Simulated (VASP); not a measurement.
Here is a VASP 6.6.1 calculation.

The input INCAR:

```
SYSTEM = AlRu
PREC = Accurate
ENCUT = 520
EDIFF = 1E-7
ISMEAR = 0
SIGMA = 0.05
LREAL = .FALSE.
LASPH = .TRUE.
NELM = 80
ALGO = Normal
ISIF = 2
LWAVE = .FALSE.
LCHARG = .FALSE.
GGA = CA
NBANDS = 16
```

Contents of KPOINTS:

```
regular mesh
0
G
  14 14 14
  0 0 0
```

File POSCAR:

```
AlRu
1.0
    2.9916000000      0.0000000000      0.0000000000
    0.0000000000      2.9916000000      0.0000000000
    0.0000000000      0.0000000000      2.9916000000
Al Ru
1 1
Direct
    0.0000000000      0.0000000000      0.0000000000
    0.5000000000      0.5000000000      0.5000000000
```

Potentials or basis: VASP PAW LDA potentials, release 64 (Al, Ru_pv).

Run with:

```console
$ cat potpaw_LDA.64/Al/POTCAR potpaw_LDA.64/Ru_pv/POTCAR > POTCAR
$ mpirun -np 1 vasp_std > vasp.out
```

**Question.** Estimate the pressure.

**Answer.** -7.6 GPa.
